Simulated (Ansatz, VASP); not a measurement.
TaRu in VASP and in Ansatz

```
CELL_PARAMETERS angstrom
2.99194 0.00000 0.00000
0.00000 2.99194 0.00000
0.00000 0.00000 3.38900
ATOMIC_POSITIONS crystal
Ta 0.50000 0.50000 0.50000
Ru 0.00000 0.00000 0.00000
```

Change from the starting cell: equal xx and yy strain of -2 %, crystal datasets.

Alike in both runs: task electric field gradients; functional LDA; k mesh 11 × 11 × 10; occupations fermi-dirac, width 0.05 eV; no spin polarisation.

```csv
,VASP,Ansatz
version,VASP 6.6.1,Ansatz 0.2.0
potentials or method,"VASP PAW LDA potentials, release 64 (Ta_pv, Ru_pv), cutoff 520 eV","all-electron PAW with datasets made for the crystal, scalar-relativistic"
```

|  | VASP | Ansatz | Ansatz less VASP |
| --- | --- | --- | --- |
| pressure (GPa) | 1.4 | 0.5 | -0.97 |
| traceless stress, the component that is largest in VASP (GPa) | -0.76 | -0.68 | +0.085 |
| size of Vzz on the site where it differs most (V/Å²) | 35.9 | 29.2 | -6.73 |

LDA's correlation is that of Perdew and Zunger in VASP and of Perdew and Wang (1992) in Ansatz. Ansatz ran all-electron here, and VASP with PAW potentials.

Neither program's run includes spin-orbit coupling.
